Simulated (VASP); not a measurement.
A run of VASP 6.6.1:

INCAR

```
SYSTEM = Ti4AlC3
  ALGO = Normal
  EDIFF = 1E-7
  ENCUT = 520
  GGA = PE
  ISIF = 2
  ISMEAR = 0
  LASPH = .TRUE.
  LCHARG = .FALSE.
  LREAL = Auto
  LWAVE = .FALSE.
  NBANDS = 77
  NELM = 60
  PREC = Accurate
  SIGMA = 0.1
```

The input KPOINTS:

```
k-points
0
G
  6 6 1
  0 0 0
```

Contents of POSCAR:

```
Ti4AlC3
1.0
    3.0600000000      0.0000000000      0.0000000000
   -1.5300000000      2.6500377400      0.0000000000
    0.0000000000      0.0000000000     23.6100000000
Ti Al C
8 2 6
Direct
    0.3333333300      0.6666666700      0.0560000000
    0.6666666700      0.3333333300      0.9440000000
    0.6666666700      0.3333333300      0.5560000000
    0.3333333300      0.6666666700      0.4440000000
    0.0000000000      0.0000000000      0.1520000000
    0.0000000000      0.0000000000      0.8480000000
    0.0000000000      0.0000000000      0.6520000000
    0.0000000000      0.0000000000      0.3480000000
    0.3333333300      0.6666666700      0.2500000000
    0.6666666700      0.3333333300      0.7500000000
    0.0000000000      0.0000000000      0.0000000000
    0.0000000000      0.0000000000      0.5000000000
    0.6666666700      0.3333333300      0.1106000000
    0.3333333300      0.6666666700      0.8894000000
    0.3333333300      0.6666666700      0.6106000000
    0.6666666700      0.3333333300      0.3894000000
```

Potentials or basis: VASP PAW PBE potentials, release 64 (Ti_sv, Al, C).

Launch:

```bash
$ cat potpaw_PBE.64/Ti_sv/POTCAR potpaw_PBE.64/Al/POTCAR potpaw_PBE.64/C/POTCAR > POTCAR
$ mpirun -np 1 vasp_std > vasp.out
```

Hardware: 1 thread of Intel(R) Xeon(R) Platinum 8375C CPU @ 2.90GHz (Ice Lake) (shared host).

**Question.** Estimate the wall time of this run.

**Answer.** Wall time 7.8 min on 1 thread of Intel(R) Xeon(R) Platinum 8375C CPU @ 2.90GHz (Ice Lake) (shared host), peak memory 0.33 GiB. Counts: scf iterations 21, k points 7.
